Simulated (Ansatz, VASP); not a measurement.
This is a calculation of Se for Ansatz 0.2.0.

input.yaml

```yaml
crystal:
  lattice:
    - [4.3662, 0.0, 0.0]
    - [-2.1831, 3.781240118, 0.0]
    - [0.0, 0.0, 4.9536]
  atoms:
    - { symbol: Se, position: [0.7746, 0.7746, 0.0] }
    - { symbol: Se, position: [0.0, 0.2254, 0.6666666667] }
    - { symbol: Se, position: [0.2254, 0.0, 0.3333333333] }
hamiltonian:
  xc: pbesol
  pseudopotentials: { kind: paw }
kpoints:
  mp_grid: { grid: [6, 6, 5] }
scf:
  occupations: { method: fermi_dirac, width: 0.05 }
output:
  forces: true
  stress: true
  eigenvalues: true
```

Potentials or basis: Ansatz PAW.

Launch:

```sh
$ ansatz run input.yaml --threads 2 --pin off --max-ram 5632MiB --backend cpu --events-out ev --progress --plain --runs-dir out
```

Question: Translate it to VASP 6.6.1. Potentials there: VASP PAW PBE potentials, release 64 (Se).

Answer: As run (the cutoff follows the program's own potentials):

Contents of INCAR:

```
SYSTEM = Se
ALGO = Normal
EDIFF = 1E-6
ENCUT = 520
GGA = PS
ISIF = 2
ISMEAR = -1
LASPH = .TRUE.
LCHARG = .FALSE.
LREAL = .FALSE.
LWAVE = .FALSE.
NBANDS = 16
NELM = 60
PREC = Accurate
SIGMA = 0.05
```

KPOINTS

```
k-points
0
G
  6 6 5
  0 0 0
```

The input POSCAR:

```
Se
1.0
    4.3662000000      0.0000000000      0.0000000000
   -2.1831000000      3.7812401180      0.0000000000
    0.0000000000      0.0000000000      4.9536000000
Se
3
Direct
    0.7746000000      0.7746000000      0.0000000000
    0.0000000000      0.2254000000      0.6666666667
    0.2254000000      0.0000000000      0.3333333333
```

Potentials or basis: VASP PAW PBE potentials, release 64 (Se).

The run is started by

```console
$ cat potpaw_PBE.64/Se/POTCAR > POTCAR
$ mpirun -np 1 vasp_std > vasp.out
```

Both were run:

|  | VASP | Ansatz | Ansatz less VASP |
| --- | --- | --- | --- |
| gap on the k mesh at the Fermi level (eV) | 1.23 | 1.23 | +0.001 |
| least direct gap on the mesh (eV) | 1.46 | 1.47 | +0.009 |
| pressure (GPa) | 0.4 | 0.2 | -0.19 |
| traceless stress, the component that is largest in VASP (GPa) | 1.02 | 0.95 | -0.073 |
| rms of the force components (eV/Å) | 0.191 | 0.165 | -0.0265 |

VASP's potentials were made for PBE, not for PBEsol. Atom by atom the forces differ by 0.027 eV/Å (rms over components). VASP's potentials hold 18 valence electrons a cell and Ansatz's 48, so a difference there can come from the potentials and not from the codes.

Noted on Ansatz's run: odd divisions of the mesh miss points on the zone boundary, where band edges often lie, so the gap on the mesh can be too wide.
